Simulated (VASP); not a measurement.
# Sb: electric field gradients with PBEsol

Sb:

```
CELL_PARAMETERS angstrom
-0.06915 2.27042 2.27042
2.27042 -0.06915 2.27042
2.27042 2.27042 -0.06915
ATOMIC_POSITIONS crystal
Sb 0.00000 0.00000 0.00000
```

This cell differs from its parent crystal: equal xy, yz and zx shear strains of -3 %.

- Program: VASP 6.6.1
- Task: electric field gradients
- Functional: PBEsol
- Potentials or basis: VASP PAW PBE potentials, release 64 (Sb)
- Cutoff: 520 eV
- k mesh: 12 × 12 × 12
- Occupations: fermi-dirac, width 0.05 eV
- Spin: no spin polarisation
- Dipole correction: no
- Further INCAR settings: ALGO = Normal; EDIFF = 1e-08; NBANDS = 8

```
Pressure : 5.8 GPa
```

Stress tensor (GPa, compression positive):
```
5.79 0.36 0.36
0.36 5.79 0.36
0.36 0.36 5.79
```

Levels at points of the mesh, in eV from the Fermi level:
| k point | band 1 | band 2 | band 3 | band 4 | band 5 |
| --- | --- | --- | --- | --- | --- |
| (0.00, 0.00, 0.00) | -13.78 | 5.66 | 5.66 | 6.56 | 9.92 |
| (0.50, 0.00, 0.00) | -9.62 | -6.55 | 4.11 | 4.38 | 8.94 |
| (0.50, 0.50, 0.00) | -7.55 | -5.52 | -0.05 | 0.76 | 3.98 |
| (0.50, 0.50, 0.50) | -8.97 | -6.41 | 3.51 | 3.51 | 8.18 |

Electric field gradients, principal values (V/Å²):
```csv
atom,least,middle,greatest (by size)
1 Sb,-2.517,-2.517,5.034
```

Wall time 15 s on 1 thread of Intel Xeon 6975P-C (shared host), peak memory 0.16 GiB.

Caveat: the cell differs from its parent crystal (equal xy, yz and zx shear strains of -3 %); without QUAD_EFG the Cq values of the log hold for a quadrupole moment of 1 mb, not for the nuclei; the PAW data sets were made with another functional, which shifts forces and pressure a little; spin-orbit coupling is left out, which moves the levels of the heavy elements.
